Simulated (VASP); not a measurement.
Set up this calculation in VASP 6.6.1, as the native input.

```yaml
Task: relaxation of the atoms
Functional: PBE
Potentials_or_basis: VASP PAW PBE potentials, release 64 (Zr_sv, N)
Cutoff: 520 eV
k_mesh: 10 × 10 × 1
Occupations: fermi-dirac, width 0.05 eV
Spin: no spin polarisation
Dipole_correction: yes
Further_INCAR_settings: ALGO = Normal; EDIFF = 1e-07; NELMDL = -8; IBRION = 2; EDIFFG = -0.01; NSW = 32
```

The structure of ZrN lies in POSCAR:

```
ZrN
1.0
    3.2489502562      0.0000000000      0.0000000000
    0.0000000000      3.2489502562      0.0000000000
    0.0000000000      0.0000000000     18.2974000000
Zr N
2 2
Direct
    0.0000000000      0.0000000000      0.4417936646
    0.5000000000      0.5000000000      0.5582063363
    0.5000000000      0.5000000000      0.4365075613
    0.0000000000      0.0000000000      0.5634924378
```

One way to write it, as run:

INCAR

```
SYSTEM = ZrN
ALGO     = Normal         ! electronic algorithm
DIPOL    = 0.5 0.5 0.500
EDIFF    = 1E-7           ! SCF threshold, eV
EDIFFG   = -0.01          ! ionic threshold
ENCUT    = 520            ! plane-wave cutoff, eV
GGA      = PE             ! functional
GGA_COMPAT= .FALSE.      
IBRION   = 2              ! ionic algorithm
IDIPOL   = 3            
ISIF     = 2              ! what is computed and relaxed
ISMEAR   = -1             ! smearing method
LASPH    = .TRUE.         ! aspherical terms in the spheres
LCHARG   = .FALSE.        ! write CHGCAR
LDIPOL   = .TRUE.       
LREAL    = .FALSE.        ! projectors in reciprocal space
LWAVE    = .FALSE.        ! write WAVECAR
NELM     = 120            ! most SCF steps
NELMDL   = -8           
NELMIN   = 4            
NSW      = 32             ! ionic steps
PREC     = Accurate       ! precision mode
SIGMA    = 0.05           ! smearing width, eV
```

KPOINTS

```
k-points
0
G
  10 10 1
  0 0 0
```

Potentials or basis: VASP PAW PBE potentials, release 64 (Zr_sv, N).

Launch:

```bash
$ cat potpaw_PBE.64/Zr_sv/POTCAR potpaw_PBE.64/N/POTCAR > POTCAR
$ mpirun -np 1 vasp_std > vasp.out
```

It gave:

* Energy gained by relaxing: 0.0 meV/atom
* Ionic steps: 2
* Band gap on the k mesh: zero (bands 17 and 18 overlap by 3.04 eV)

It took 3.8 min on 1 thread of Oxide Virtual Turin-like Processor, with other jobs on the host, peak memory 0.28 GiB.
